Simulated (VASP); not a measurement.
# SnSe2 (Fm-3m) in VASP: a series of runs

Runs on SnSe2. Level: PBE. Tasks: single point.

Program: VASP 6.6.1. These are calculated values, not measurements. Logs are shortened: lines on timing, memory, paths and dates and some standing lists are left out, and cuts for length are marked.

### Step 1. The cell of the first run

Symmetry: Fm-3m, No. 225, cubic system. Conventional cell: a = 6.814 Å, b = 6.814 Å, c = 6.814 Å, α = 90.00°, β = 90.00°, γ = 90.00°. Sn (site symmetry m-3m) has 8 Se at 2.95 Å within 3.9 Å. Within 3.9 Å of Se (site symmetry -43m) lie 4 Sn at 2.95 Å and 6 Se at 3.41 Å.

### Step 2. Single point, PBE

INCAR

```
PREC = Accurate ; ENCUT = 500
EDIFF = 1E-6 ; ISMEAR = -1
SIGMA = 0.02 ; LREAL = False
LASPH = True ; NELM = 120
ALGO = Normal ; ISIF = 2
LWAVE = False ; LCHARG = True
GGA = PE ; LELF = True
LVHAR = True ; NBANDS = 20
GGA_COMPAT = False
```

KPOINTS

```
regular mesh
0
Gamma
  2 2 2
```

POSCAR

```
SnSe2
1.0
    0.0000000000      3.4068553702      3.4068553702
    3.4068553702      0.0000000000      3.4068553702
    3.4068553702      3.4068553702      0.0000000000
Sn Se
1 2
Direct
    0.0000000000      0.0000000000      0.0000000000
    0.2500000000      0.2500000000      0.2500000000
    0.7500000000      0.7500000000      0.7500000000
```

Potentials or basis: VASP PAW PBE potentials, release 64 (Sn_d, Se).

Command:

```bash
$ cat potpaw_PBE.64/Sn_d/POTCAR potpaw_PBE.64/Se/POTCAR > POTCAR
$ mpirun -np 1 vasp_std > vasp.out
```

OUTCAR:

```text
PREC = Accurate
   ENCUT = 500
   EDIFF = 1E-6
   ISMEAR = -1
   LREAL = False
   LASPH = True
   NELM = 120
   ISIF = 2
   GGA = PE

 ion  position               nearest neighbor table
   1  0.000  0.000  0.000-   3 2.95   3 2.95   3 2.95   2 2.95   2 2.95   2 2.95   3 2.95   2 2.95

   2  0.250  0.250  0.250-   1 2.95   1 2.95   1 2.95   1 2.95
   3  0.750  0.750  0.750-   1 2.95   1 2.95   1 2.95   1 2.95

  LATTYP: Found a face centered cubic cell.
 ALAT       =     6.8137107404

  Lattice vectors:

 A1 = (   0.0000000000,   3.4068553702,   3.4068553702)
 A2 = (   3.4068553702,   0.0000000000,   3.4068553702)
 A3 = (   3.4068553702,   3.4068553702,   0.0000000000)

Analysis of symmetry for initial positions (statically):
=====================================================================
 Subroutine PRICEL returns:
 Original cell was already a primitive cell.

 Routine SETGRP: Setting up the symmetry group for a
 face centered cubic supercell.

 Subroutine GETGRP returns: Found 48 space group operations
 (whereof 48 operations were pure point group operations)
 out of a pool of 48 trial point group operations.

The static configuration has the point symmetry O_h .

Analysis of symmetry for dynamics (positions and initial velocities):
=====================================================================
 Subroutine PRICEL returns:
 Original cell was already a primitive cell.

 Routine SETGRP: Setting up the symmetry group for a
 face centered cubic supercell.

 Subroutine GETGRP returns: Found 48 space group operations
 (whereof 48 operations were pure point group operations)
 out of a pool of 48 trial point group operations.

The dynamic configuration has the point symmetry O_h .

 Subroutine INISYM returns: Found 48 space group operations
 (whereof 48 operations are pure point group operations),
 and found     1 'primitive' translations

----------------------------------------------------------------------------------------

                                     Primitive cell

  volume of cell :      79.0844

  direct lattice vectors                    reciprocal lattice vectors
     0.000000000  3.406855370  3.406855370    -0.146762908  0.146762908  0.146762908
     3.406855370  0.000000000  3.406855370     0.146762908 -0.146762908  0.146762908
     3.406855370  3.406855370  0.000000000     0.146762908  0.146762908 -0.146762908

  length of vectors
     4.818021070  4.818021070  4.818021070     0.254200813  0.254200813  0.254200813

  position of ions in fractional coordinates (direct lattice)
     0.000000000  0.000000000  0.000000000
     0.250000000  0.250000000  0.250000000
     0.750000000  0.750000000  0.750000000

  ion indices of the primitive-cell ions
   primitive index   ion index
                 1           1
                 2           2
                 3           3

----------------------------------------------------------------------------------------

 KPOINTS: regular mesh

Automatic generation of k-mesh.
 Grid dimensions read from file:
 generate k-points for:    2    2    2

 Generating k-lattice:

  Cartesian coordinates                     Fractional coordinates (reciprocal lattice)
    -0.073381454  0.073381454  0.073381454     0.500000000  0.000000000  0.000000000
     0.073381454 -0.073381454  0.073381454     0.000000000  0.500000000  0.000000000
     0.073381454  0.073381454 -0.073381454     0.000000000  0.000000000  0.500000000

  Length of vectors
     0.127100406  0.127100406  0.127100406

  Shift w.r.t. Gamma in fractional coordinates (k-lattice)
     0.000000000  0.000000000  0.000000000

 Subroutine IBZKPT returns following result:
 ===========================================

 Found      3 irreducible k-points:

 Following reciprocal coordinates:
            Coordinates               Weight
  0.000000  0.000000  0.000000      1.000000
  0.500000  0.000000  0.000000      4.000000
  0.500000  0.500000  0.000000      3.000000
   k-points           NKPTS =      3   k-points in BZ     NKDIM =      3   number of bands    NBANDS=     20
   number of dos      NEDOS =    301   number of ions     NIONS =      3
   total plane-waves  NPLWV =  46656
   dimension x,y,z NGX =    36 NGY =   36 NGZ =   36
   dimension x,y,z NGXF=    72 NGYF=   72 NGZF=   72
   ions per type =               1   2
   NGX,Y,Z   is equivalent  to a cutoff of  12.42, 12.42, 12.42 a.u.
   NGXF,Y,Z  is equivalent  to a cutoff of  24.84, 24.84, 24.84 a.u.
 SYSTEM =  unknown system
   PREC   = accura    normal or accurate (medium, high low for compatibility)
   ISTART =      0    job   : 0-new  1-cont  2-samecut
   ICHARG =      2    charge: 1-file 2-atom 10-const
   ISPIN  =      1    spin polarized calculation?
   LNONCOLLINEAR =      F non collinear calculations
   LSORBIT =      F    spin-orbit coupling
   LASPH  =      T    aspherical Exc in radial PAW
   ENCUT  =  500.0 eV  36.75 Ry    6.06 a.u.   8.78  8.78  8.78*2*pi/ulx,y,z
   NELM   =    120;   NELMIN=  2; NELMDL= -5     # of ELM steps
   EDIFF  = 0.1E-05   stopping-criterion for ELM
   LREAL  =      F    real-space projection
   EDIFFG = 0.1E-04   stopping-criterion for IOM
   NSW    =      0    number of steps for IOM
   IBRION =     -1    ionic relax: 0-MD 1-quasi-New 2-CG
   NFREE  =      0    steps in history (QN), initial steepest desc. (CG)
   ISIF   =      2    stress and relaxation
   ISYM   =      2    0-nonsym 1-usesym 2-fastsym
   POTIM  = 0.5000    time-step for ionic-motion
   TEBEG  =    0.0;   TEEND  =   0.0 temperature during run
   PSTRESS=    0.0 pullay stress
   NELECT =      26.0000    total number of electrons
   NUPDOWN=      -1.0000    fix difference up-down
   EMIN   =  10.00;   EMAX   =-10.00  energy-range for DOS
   EFERMI =   0.00;   METHOD = LEGACY
   ISMEAR =    -1;   SIGMA  =   0.02  broadening in eV -4-tet -1-fermi 0-gaus
   EFERMI_NEDOS =   21; number of points for ismear=-14 and -15
   IALGO  =     38    algorithm
   IMIX   =      4    mixing-type and parameters
     AMIX     =   0.40;   BMIX     =  1.00
     AMIX_MAG =   1.60;   BMIX_MAG =  1.00
  volume/ion in A,a.u.               =      26.36       177.90
  Fermi-wavevector in a.u.,A,eV,Ry     =   1.129888  2.135180 17.369851  1.276648
  Thomas-Fermi vector in A             =   2.266583
   LORBIT       =      0    0 simple, 1 ext, 2 COOP (PROOUT), +10 PAW based schemes
   GGA     = PE    functional components
   LHFCALC =     F    Hartree Fock is set to
   AEXX    =    0.0000 exact exchange contribution
   IVDW    =     0    specifies the selected vdW correction
   LEPSILON=     F    determine dielectric tensor
   LRPA    =     F    only Hartree local field effects (RPA)
 non-spin polarized calculation
  energy-cutoff  :      500.00
  volume of cell :       79.08
 maximum number of plane-waves:      2044
 NGX is ok and might be reduce to    36
   NGX = 17   NGY = 17   NGZ = 17

 number of electron      26.0000002 magnetization

 Free energy of the ion-electron system (eV)
  ---------------------------------------------------
  ext. energy  EPLUGINS =         0.00000000
  ---------------------------------------------------
  free energy    TOTEN  =       -11.47918604 eV

  energy without entropy =      -11.46566920  energy(sigma->0) =      -11.47242762

 E-fermi :   4.6830     XC(G=0):  -9.5142

 val. band max:        4.6508591257   @ k =   0.5000   0.5000   0.0000
 cond. band min:       5.1515534667   @ k =   0.5000   0.5000   0.0000
 fundamental gap:      0.5006943410
 Fermi energy:         4.6830478440

 k-point     1 :       0.0000    0.0000    0.0000
  band No.  band energies     occupation
      1     -16.8885      2.00000
      2     -16.8885      2.00000
      3     -16.8885      2.00000
      4     -16.8711      2.00000
      5     -16.8711      2.00000
      6      -9.5890      2.00000
      7      -6.9069      2.00000
      8       0.5080      2.00000
      9       1.6276      2.00000
     10       1.6276      2.00000
     11       1.6276      2.00000
     12       3.0249      2.00000
     13       3.0249      2.00000
     14       3.0249      2.00000
     15       6.5186      0.00000
     16       6.5186      0.00000
     17       6.5186      0.00000
     18      10.4834      0.00000
     19      10.4834      0.00000
     20      11.0854      0.00000

 k-point     2 :       0.5000    0.0000    0.0000
  band No.  band energies     occupation
      1     -16.8952      2.00000
      2     -16.8851      2.00000
      3     -16.8851      2.00000
      4     -16.8704      2.00000
      5     -16.8704      2.00000
      6      -8.2599      2.00000
      7      -8.1727      2.00000
      8      -2.0642      2.00000
      9       1.3122      2.00000
     10       1.3122      2.00000
     11       1.5537      2.00000
     12       2.4161      2.00000
     13       2.4161      2.00000
     14       5.5773      0.00000
     15       8.5860      0.00000
     16       8.5860      0.00000
     17      10.0885      0.00000
     18      11.1662      0.00000
     19      12.2697      0.00000
     20      12.2697      0.00000

 k-point     3 :       0.5000    0.5000    0.0000
  band No.  band energies     occupation
      1     -16.9017      2.00000
      2     -16.8807      2.00000
      3     -16.8807      2.00000
      4     -16.8732      2.00000
      5     -16.8689      2.00000
      6      -8.4415      2.00000
      7      -7.5162      2.00000
      8      -3.4118      2.00000
      9      -0.1422      2.00000
     10      -0.1422      2.00000
     11       3.2807      2.00000
     12       4.6509      1.66667
     13       4.6509      1.66667
     14       5.1516      0.00000
     15       7.1365      0.00000
     16       9.8971      0.00000
     17       9.8971      0.00000
     18      11.0221      0.00000
     19      12.1406      0.00000
     20      13.0952      0.00000

------------------------ aborting loop because EDIFF is reached ----------------------------------------

  FORCE on cell =-STRESS in cart. coord.  units (eV):
  Direction    XX          YY          ZZ          XY          YZ          ZX
  --------------------------------------------------------------------------------------
  -------------------------------------------------------------------------------------
  Total       -0.9674537     -0.9674537     -0.9674537      0.0000000      0.0000000     -0.0000000
  in kB      -19.5997115    -19.5997115    -19.5997115      0.0000000      0.0000000     -0.0000000
  external PRESSURE =     -19.5997115 kB  Pullay stress =       0.0000000 kB

 VOLUME and BASIS-vectors are now :
 -----------------------------------------------------------------------------
  energy-cutoff  :      500.00
  volume of cell :       79.08
      direct lattice vectors                 reciprocal lattice vectors
     0.000000000  3.406855370  3.406855370    -0.146762908  0.146762908  0.146762908
     3.406855370  0.000000000  3.406855370     0.146762908 -0.146762908  0.146762908
     3.406855370  3.406855370  0.000000000     0.146762908  0.146762908 -0.146762908

 POSITION                                       TOTAL-FORCE (eV/Angst)
 -----------------------------------------------------------------------------------
      0.00000      0.00000      0.00000        -0.000000     -0.000000     -0.000000
      1.70343      1.70343      1.70343         0.000000      0.000000      0.000000
      5.11028      5.11028      5.11028        -0.000000     -0.000000     -0.000000
 -----------------------------------------------------------------------------------
    total drift:                               -0.000000      0.000000      0.000000

  FREE ENERGIE OF THE ION-ELECTRON SYSTEM (eV)
  ---------------------------------------------------
  free  energy   TOTEN  =       -11.4791860401 eV

  energy  without entropy=      -11.4656692039  energy(sigma->0) =      -11.47242762
```

Run time: 13 s. Hardware: 1 thread of Intel Xeon Platinum 8488C (Sapphire Rapids), shared host; peak memory 0.2 GiB.

What came out:

- Free energy: -11.4792 eV
- Pressure: -2.0 GPa
- Band gap on the k mesh: zero (bands 13 and 14 overlap by 1.63 eV)

Caveat: the k points lie up to 0.80 Å⁻¹ apart, too coarse for converged energies and pressures of a metal; spin-orbit coupling is left out, which moves the levels of the heavy elements.

(Part 1 of 2 ends here.)
